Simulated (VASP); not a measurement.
Here is a VASP 6.6.1 calculation.

Contents of INCAR:

```
ALGO     = Normal         # electronic algorithm
EDIFF    = 1E-7           # SCF threshold, eV
ENCUT    = 520            # plane-wave cutoff, eV
GGA      = PE             # functional
ISIF     = 2              # what is computed and relaxed
ISMEAR   = 0              # smearing method
LASPH    = True           # aspherical terms in the spheres
LCHARG   = False          # write CHGCAR
LREAL    = False          # projectors in reciprocal space
LWAVE    = False          # write WAVECAR
NBANDS   = 16             # bands
NELM     = 100            # most SCF steps
PREC     = Accurate       # precision mode
SIGMA    = 0.1            # smearing width, eV
```

File KPOINTS:

```
k-points
0
Gamma
  18 18 14
```

The input POSCAR:

```
WC
1.0
    2.9217348317      0.0000000000      0.0000000000
   -1.4608674158      2.5302965874      0.0000000000
    0.0000000000      0.0000000000      2.8471252394
W C
1 1
Direct
    0.0000000000      0.0000000000      0.0000000000
    0.6666666667      0.3333333333      0.5000000000
```

Potentials or basis: VASP PAW PBE potentials, release 64 (W_sv, C).

The run is started by

```sh
$ cat potpaw_PBE.64/W_sv/POTCAR potpaw_PBE.64/C/POTCAR > POTCAR
$ mpirun -np 1 vasp_std > vasp.out
```

Q: Predict the band gap on the k mesh.

A: Zero (band 9 reaches 11.51 eV, above the bottom of band 10 at 10.31 eV).

Q: Predict the pressure.

A: 1.1 GPa.

Stress tensor (GPa, compression positive):
```
0.97 0.00 0.00
0.00 0.97 0.00
0.00 0.00 1.25
```

Caveat: spin-orbit coupling is left out, which moves the levels of the heavy elements.
